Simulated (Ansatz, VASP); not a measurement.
## Two plane-wave programs on Au

```
Au
1.0
     0.00000    1.99346    1.99346
     1.99346    0.00000    1.99346
     1.99346    1.99346    0.00000
Au
1
Direct
  0.00000 0.00000 0.00000
```

Alike in both runs: task single point; functional HF; k mesh 6 × 6 × 6; occupations fermi-dirac, width 0.05 eV; no spin polarisation.

```csv
,VASP,Ansatz
version,VASP 6.6.1,Ansatz 0.2.0
potentials or method,"VASP PAW PBE potentials, release 64 (Au)",Ansatz PAW
plane-wave cutoff (eV),520,420
valence electrons in the cell,11,19
```

|  | VASP | Ansatz | Ansatz less VASP |
| --- | --- | --- | --- |
| gap on the k mesh at the Fermi level (eV) | none | none | - |
| pressure (GPa) | 40.7 | 41.5 | +0.75 |

VASP's potentials were made for PBE, not for HF. A gap of «none» marks a metal or a gap that the smearing closes. Both programs put the cell under a high pressure, so it lies far from rest at this level. VASP's potentials hold 11 valence electrons a cell and Ansatz's 19, so a difference there can come from the potentials and not from the codes.

The k mesh is coarse, so the values compare programs but aren't converged. Spin-orbit coupling is off throughout. Noted on Ansatz's run: Pulay correction over one GPa.
